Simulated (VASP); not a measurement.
Input of a VASP 6.6.1 run:

The input INCAR:

```
ALGO = Normal ; EDIFF = 1E-6
ENCUT = 520 ; GGA = PE
ISIF = 2 ; ISMEAR = 0
LASPH = True ; LCHARG = False
LREAL = False ; LWAVE = False
NBANDS = 31 ; NELM = 60
PREC = Accurate ; SIGMA = 0.1
```

The input KPOINTS:

```
k-points
0
Gamma
  6 6 2
```

POSCAR

```
MgCd2Se3
1.0
    4.0124112600      0.0000000000      0.0000000000
   -2.0062056300      3.4748500800      0.0000000000
    0.0000000000      0.0000000000      9.8214522500
Mg Cd Se
1 2 3
Direct
    0.0000000000      0.0000000000      0.0000000000
    0.3333333300      0.6666666700      0.6559943000
    0.6666666700      0.3333333300      0.3440057000
    0.3333333300      0.6666666700      0.1659022100
    0.6666666700      0.3333333300      0.8340977900
    0.0000000000      0.0000000000      0.5000000000
```

Potentials or basis: VASP PAW PBE potentials, release 64 (Mg, Cd, Se).

Run with:

```console
$ cat potpaw_PBE.64/Mg/POTCAR potpaw_PBE.64/Cd/POTCAR potpaw_PBE.64/Se/POTCAR > POTCAR
$ mpirun -np 1 vasp_std > vasp.out
```

(1) Estimate the band gap on the k mesh.

(2) Estimate the pressure.

Answers

(1) 0.09 eV (least direct gap 0.67 eV).

(2) 0.5 GPa.
